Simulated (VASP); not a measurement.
A run of VASP 6.6.1:

File INCAR:

```
SYSTEM = BaTe
PREC     = Accurate       ! precision mode
ENCUT    = 520            ! plane-wave cutoff, eV
EDIFF    = 1E-7           ! SCF threshold, eV
ISMEAR   = 0              ! smearing method
SIGMA    = 0.01           ! smearing width, eV
LREAL    = .FALSE.        ! projectors in reciprocal space
LASPH    = .TRUE.         ! aspherical terms in the spheres
NELM     = 150            ! most SCF steps
ALGO     = Normal         ! electronic algorithm
ISIF     = 2              ! what is computed and relaxed
LWAVE    = .FALSE.        ! write WAVECAR
LCHARG   = .TRUE.         ! write CHGCAR
MAGMOM   = 0 0 0 0 0 0 0 0 0 0 0 0 ! initial moments
LORBIT   = 11             ! projections on sites
LSORBIT  = .TRUE.         ! spin-orbit coupling
GGA_COMPAT= .FALSE.      
LORBMOM  = .TRUE.       
GGA      = PE             ! functional
LVHAR    = .TRUE.       
NBANDS   = 46             ! bands
```

The input KPOINTS:

```
Automatic mesh
0
G
  6 6 4
  0 0 0
```

POSCAR

```
BaTe
1.0
    5.9738370715      0.0000000000      0.0000000000
   -2.9869185357      5.1734946620      0.0000000000
    0.0000000000      0.0000000000      7.0021674675
Ba Te
2 2
Direct
    0.3333333333      0.6666666667      0.2500000000
    0.6666666667      0.3333333333      0.7500000000
    0.6666666667      0.3333333333      0.2500000000
    0.3333333333      0.6666666667      0.7500000000
```

Potentials or basis: VASP PAW PBE potentials, release 64 (Ba_sv, Te).

The run is started by

```sh
$ cat potpaw_PBE.64/Ba_sv/POTCAR potpaw_PBE.64/Te/POTCAR > POTCAR
$ mpirun -np 1 vasp_ncl > vasp.out
```

Hardware: 1 thread of AMD EPYC 9R45 96-Core Processor (Zen 5), with other jobs on the host.

Question: Estimate the wall time of this run.

Answer: Wall time 7.3 min on 1 thread of AMD EPYC 9R45 96-Core Processor (Zen 5), with other jobs on the host, peak memory 0.96 GiB. Counts: scf iterations 18, k points 21.
